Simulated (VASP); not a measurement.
# Mo (Im-3m) in VASP: settings compared, part 2 of 2

VASP 6.6.1.

## Step 3: Relaxation of cell and atoms, PBEsol, target pressure 30 GPa, at which the enthalpy is minimised

The input, INCAR:

```
SYSTEM = Mo
  PREC = Accurate
  ENCUT = 600
  EDIFF = 1E-6
  ISMEAR = -1
  SIGMA = 0.05
  LREAL = .False.
  LASPH = .True.
  NELM = 80
  ALGO = Normal
  ISIF = 3
  LWAVE = .False.
  LCHARG = .False.
  GGA = PS
  IBRION = 2
  NSW = 80
  EDIFFG = -0.005
  PSTRESS = 300.0
```

The input, KPOINTS:

```
regular mesh
0
Gamma
  12 12 12
  0 0 0
```

The input, POSCAR:

```
Mo
1.0
   -1.5838089719      1.5838089719      1.5838089719
    1.5838089719     -1.5838089719      1.5838089719
    1.5838089719      1.5838089719     -1.5838089719
Mo
1
Direct
    0.0000000000      0.0000000000      0.0000000000
```

Potentials or basis: VASP PAW PBE potentials, release 64 (Mo_sv).

The run is started by

```
$ cat potpaw_PBE.64/Mo_sv/POTCAR > POTCAR
$ mpirun -np 1 vasp_std > vasp.out
```

Wall time 65 s (1 thread of Intel Xeon Platinum 8559C (Emerald Rapids), shared host); peak memory 0.16 GiB.

The run converged. Its results:

* Free energy: -11.6837 eV
* Relaxed volume: 14.06 Å³/atom
* Relaxed cell: a = 2.633 Å, b = 2.633 Å, c = 2.633 Å, α = 109.47°, β = 109.47°, γ = 109.47°
* Space group after relaxing (to 0.05 Å): Im-3m (No. 229)
* Energy change on relaxing (the enthalpy is what falls): +95.4 meV/atom
* Ionic steps: 16
* Pressure after relaxing: 30.0 GPa
* Band gap on the k mesh: zero (band 7 reaches 18.90 eV, above the bottom of band 8 at 12.65 eV)

The path:
| step | energy change (eV) | largest force (eV/Å) | pressure (GPa) | volume (Å³) |
| --- | --- | --- | --- | --- |
| 1 | 0.0000 | 0.0000 | -9.23 | 15.89 |
| 2 | 6.9522 | 0.0000 | 532.12 | 8.52 |
| 3 | 0.0377 | 0.0000 | 19.94 | 14.43 |
| 4 | 0.0703 | 0.0000 | 25.95 | 14.20 |
| 5 | 0.0959 | 0.0000 | 30.08 | 14.05 |
| 6 | 0.0894 | 0.0000 | 29.09 | 14.09 |
| 7 | 0.0899 | 0.0000 | 29.13 | 14.09 |
| 8 | 0.0915 | 0.0000 | 29.40 | 14.08 |
| 9 | 0.0915 | 0.0000 | 29.40 | 14.08 |
| 10 | 0.0916 | 0.0000 | 29.38 | 14.08 |
| 11 | 0.0917 | 0.0000 | 29.37 | 14.08 |
| 12 | 0.0920 | 0.0000 | 29.47 | 14.08 |
| 13 | 0.0927 | 0.0000 | 29.55 | 14.07 |
| 14 | 0.0939 | 0.0000 | 29.77 | 14.06 |
| 15 | 0.0965 | 0.0000 | 30.18 | 14.05 |
| 16 | 0.0954 | 0.0000 | 30.03 | 14.06 |

Final structure:
```cif
data_structure
_symmetry_space_group_name_H-M 'P 1'
_symmetry_Int_Tables_number 1
_cell_length_a 2.6333
_cell_length_b 2.6333
_cell_length_c 2.6333
_cell_angle_alpha 109.471
_cell_angle_beta 109.471
_cell_angle_gamma 109.471
_cell_volume 14.06
loop_
_atom_site_label
_atom_site_type_symbol
_atom_site_fract_x
_atom_site_fract_y
_atom_site_fract_z
_atom_site_occupancy
Mo1 Mo 0.00000 0.00000 0.00000 1
```

Levels at points of the mesh, in eV from the Fermi level:
```csv
k point,band 3,band 4,band 5,band 6,band 7,band 8,band 9,band 10,band 11
"(0.00, 0.00, 0.00)",-34.18,-34.18,-7.54,-1.54,-1.54,-1.54,1.89,1.89,15.00
"(0.50, 0.00, 0.00)",-34.79,-34.21,-5.97,-3.90,2.00,2.14,2.72,5.63,12.18
"(0.50, 0.50, 0.50)",-35.51,-35.51,-6.29,-6.29,4.70,4.70,4.70,9.96,9.96
```

Caveat: the cell is relaxed towards a set pressure, so the enthalpy falls and the energy may rise; the PAW data sets were made with another functional, which shifts forces and pressure a little.

## Step 4: Single point, RPBE

The input, INCAR:

```
SYSTEM = Mo
ALGO = Normal ; EDIFF = 1E-6
ENCUT = 520 ; GGA = RP
ISIF = 2 ; ISMEAR = -1
LASPH = .TRUE. ; LCHARG = .TRUE.
LELF = .TRUE. ; LREAL = .FALSE.
LVHAR = .TRUE. ; LWAVE = .FALSE.
NBANDS = 13 ; NELM = 80
PREC = Accurate ; SIGMA = 0.05
```

The input, KPOINTS:

```
k-points
0
G
  12 12 12
  0 0 0
```

POSCAR is that of step 3.

The run is started by

```
$ cat potpaw_PBE.64/Mo_sv/POTCAR > POTCAR
$ mpirun -np 1 vasp_std > vasp.out
```

Wall time 4.9 s (1 thread of Intel Xeon 6975P-C (Granite Rapids), shared host); peak memory 0.13 GiB.

It converged, with:

```yaml
Free_energy: -10.3762 eV
Pressure: 2.1 GPa
Band_gap_on_the_k_mesh: zero (band 7 reaches 16.28 eV, above the bottom of band 8 at 11.07 eV)
```

Levels at points of the mesh, in eV from the Fermi level:
```
           k point  band 5  band 6  band 7  band 8  band 9  band 10
(0.00, 0.00, 0.00)   -7.12   -1.29   -1.29   -1.29    1.68     1.68
(0.50, 0.00, 0.00)   -5.17   -3.28    1.61    1.70    2.32     4.66
(0.50, 0.50, 0.50)   -5.26   -5.26    3.92    3.92    3.92     8.99
```

Caveat: the PAW data sets were made with another functional, which shifts forces and pressure a little.

## Step 5: Single point, revPBE

The input, INCAR:

```
  ALGO = Normal
  EDIFF = 1E-6
  ENCUT = 520
  GGA = RE
  ISIF = 2
  ISMEAR = -1
  LASPH = T
  LCHARG = F
  LREAL = F
  LWAVE = F
  NBANDS = 13
  NELM = 60
  PREC = Accurate
  SIGMA = 0.05
```

The input, KPOINTS:

```
k-points
0
Gamma
  12 12 12
```

POSCAR is that of step 4.

The run is started by

```
$ cat potpaw_PBE.64/Mo_sv/POTCAR > POTCAR
$ mpirun -np 1 vasp_std > vasp.out
```

Wall time 4.7 s (1 thread of Intel Xeon 6975P-C (Granite Rapids), shared host); peak memory 0.13 GiB.

The run converged. Its results:

```yaml
Free_energy: -10.4989 eV
Pressure: 1.1 GPa
Band_gap_on_the_k_mesh: zero (band 7 reaches 16.26 eV, above the bottom of band 8 at 11.05 eV)
```

Levels at points of the mesh, in eV from the Fermi level:
```tsv
k point	band 4	band 5	band 6	band 7	band 8	band 9	band 10	band 11
(0.00, 0.00, 0.00)	-34.55	-7.12	-1.29	-1.29	-1.29	1.68	1.68	14.84
(0.50, 0.00, 0.00)	-34.56	-5.18	-3.28	1.61	1.70	2.32	4.66	11.45
(0.50, 0.50, 0.50)	-35.47	-5.26	-5.26	3.92	3.92	3.92	8.99	8.99
```

Caveat: the PAW data sets were made with another functional, which shifts forces and pressure a little.

## Step 6: Single point, PBE

The input, INCAR:

```
  PREC = Accurate
  ENCUT = 520
  EDIFF = 1E-7
  ISMEAR = -1
  SIGMA = 0.05
  LREAL = False
  LASPH = True
  NELM = 80
  ALGO = Normal
  ISIF = 2
  LWAVE = False
  LCHARG = False
  GGA = PE
  NBANDS = 13
```

The input, KPOINTS:

```
regular mesh
0
Gamma
  7 7 7
```

POSCAR is that of step 5.

Potentials or basis: VASP PAW PBE potentials, release 64 (Mo_sv).

The run is started by

```
$ cat potpaw_PBE.64/Mo_sv/POTCAR > POTCAR
$ mpirun -np 1 vasp_std > vasp.out
```

OUTCAR:

```text
PREC = Accurate
   ENCUT = 520
   EDIFF = 1E-7
   ISMEAR = -1
   LREAL = False
   LASPH = True
   NELM = 80
   ISIF = 2
   GGA = PE

 ion  position               nearest neighbor table
   1  0.000  0.000  0.000-

  LATTYP: Found a body centered cubic cell.
 ALAT       =     3.1676179438

  Lattice vectors:

 A1 = (  -1.5838089719,   1.5838089719,   1.5838089719)
 A2 = (   1.5838089719,  -1.5838089719,   1.5838089719)
 A3 = (   1.5838089719,   1.5838089719,  -1.5838089719)

Analysis of symmetry for initial positions (statically):
=====================================================================
 Subroutine PRICEL returns:
 Original cell was already a primitive cell.

 Routine SETGRP: Setting up the symmetry group for a
 body centered cubic supercell.

 Subroutine GETGRP returns: Found 48 space group operations
 (whereof 48 operations were pure point group operations)
 out of a pool of 48 trial point group operations.

The static configuration has the point symmetry O_h .

[... 159 lines left out ...]
 k-point     1 :       0.0000    0.0000    0.0000
  band No.  band energies     occupation
      1     -48.9498      2.00000
      2     -22.2536      2.00000
      3     -22.2536      2.00000
      4     -22.2535      2.00000
      5       5.1489      2.00000
      6      10.9948      2.00000
      7      10.9948      2.00000
      8      10.9948      2.00000
      9      13.9616      0.00000
     10      13.9616      0.00000
     11      27.1362      0.00000
     12      27.1362      0.00000
     13      27.1362      0.00000
[... 290 lines left out ...]
  band No.  band energies     occupation
      1     -48.5453      2.00000
      2     -23.1731      2.00000
      3     -23.1249      2.00000
      4     -23.1249      2.00000
      5       7.2511      2.00000
      6       7.3870      2.00000
      7      15.1601      0.00000
      8      15.1601      0.00000
      9      15.8499      0.00000
     10      20.1284      0.00000
     11      22.8094      0.00000
     12      22.8094      0.00000
     13      31.4376      0.00000

------------------------ aborting loop because EDIFF is reached ----------------------------------------

  FORCE on cell =-STRESS in cart. coord.  units (eV):
  Direction    XX          YY          ZZ          XY          YZ          ZX
  --------------------------------------------------------------------------------------
  -------------------------------------------------------------------------------------
  Total       -0.0512660     -0.0512660     -0.0512660     -0.0000000      0.0000000     -0.0000000
  in kB       -5.1685822     -5.1685822     -5.1685822     -0.0000000      0.0000000     -0.0000000
  external PRESSURE =      -5.1685822 kB  Pullay stress =       0.0000000 kB

 VOLUME and BASIS-vectors are now :
 -----------------------------------------------------------------------------
  energy-cutoff  :      520.00
  volume of cell :       15.89
      direct lattice vectors                 reciprocal lattice vectors
    -1.583808972  1.583808972  1.583808972     0.000000000  0.315694638  0.315694638
     1.583808972 -1.583808972  1.583808972     0.315694638  0.000000000  0.315694638
     1.583808972  1.583808972 -1.583808972     0.315694638  0.315694638  0.000000000

 POSITION                                       TOTAL-FORCE (eV/Angst)
 -----------------------------------------------------------------------------------
      0.00000      0.00000      0.00000        -0.000000     -0.000000      0.000000
 -----------------------------------------------------------------------------------
    total drift:                               -0.000000      0.000000      0.000000

  FREE ENERGIE OF THE ION-ELECTRON SYSTEM (eV)
  ---------------------------------------------------
  free  energy   TOTEN  =       -10.9037121205 eV

  energy  without entropy=      -10.8914374803  energy(sigma->0) =      -10.89757480
```

Wall time 3.1 s (1 thread of Intel Xeon Platinum 8375C at 2.90GHz (Ice Lake), shared host); peak memory 0.12 GiB.

What came out:

| Property | Result |
| --- | --- |
| Free energy | -10.9037 eV |
| Pressure | -0.5 GPa |
| Band gap on the k mesh | zero (band 7 reaches 15.16 eV, above the bottom of band 8 at 10.99 eV) |

Caveat: the k points lie up to 0.40 Å⁻¹ apart.

## Step 7: Summary

```csv
task,level,cell,k mesh,cutoff (eV),gap on the mesh (eV),pressure (GPa)
relaxation of cell and atoms,PBEsol,relaxed to 20 GPa,12 × 12 × 12,600,none,20.0
relaxation of cell and atoms,PBEsol,relaxed to 30 GPa,12 × 12 × 12,600,none,30.0
single point,RPBE,as given,12 × 12 × 12,520,none,2.1
single point,revPBE,as given,12 × 12 × 12,520,none,1.1
single point,PBE,as given,7 × 7 × 7,520,none,-0.5
```

Alike in all rows: potentials or basis VASP PAW PBE potentials, release 64 (Mo_sv); no spin polarisation; smearing fermi-dirac 0.05 eV.

Caveats: some runs use coarse meshes; the PAW data sets were made with another functional, which shifts forces and pressure a little (some runs); the cell is relaxed towards a set pressure, so the enthalpy falls and the energy may rise (some runs).

Absolute energies hang on the potentials; compare differences alone.
